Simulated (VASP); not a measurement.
Input of a VASP 6.6.1 run:

The input INCAR:

```
ALGO = Normal
EDIFF = 1E-6
ENCUT = 520
GGA = PE
ISIF = 2
ISMEAR = -1
LASPH = True
LCHARG = False
LREAL = False
LWAVE = False
NBANDS = 11
NELM = 100
PREC = Accurate
SIGMA = 0.02
```

KPOINTS

```
k-points
0
Gamma
  12 12 12
```

File POSCAR:

```
C
1.0
    0.0000000000      1.7801241425      1.8513291082
    1.7801241425      0.0000000000      1.8513291082
    1.7801241425      1.7801241425      0.0000000000
C
2
Direct
    0.0000000000      0.0000000000      0.0000000000
    0.2500000000      0.2500000000      0.2500000000
```

Potentials or basis: VASP PAW PBE potentials, release 64 (C).

Launch:

```sh
$ cat potpaw_PBE.64/C/POTCAR > POTCAR
$ mpirun -np 1 vasp_std > vasp.out
```

Task: Estimate the band gap on the k mesh.

Result: 3.59 eV, indirect (least direct gap 5.15 eV).

Task: Estimate the pressure.

Result: -11.6 GPa.

Stress tensor (GPa, compression positive):
```
  0.62   0.00   0.00
  0.00   0.62   0.00
  0.00   0.00 -35.93
```

Caveat: the cell differs from its parent crystal (uniaxial z strain +4.0%). A k mesh can miss the band edges.
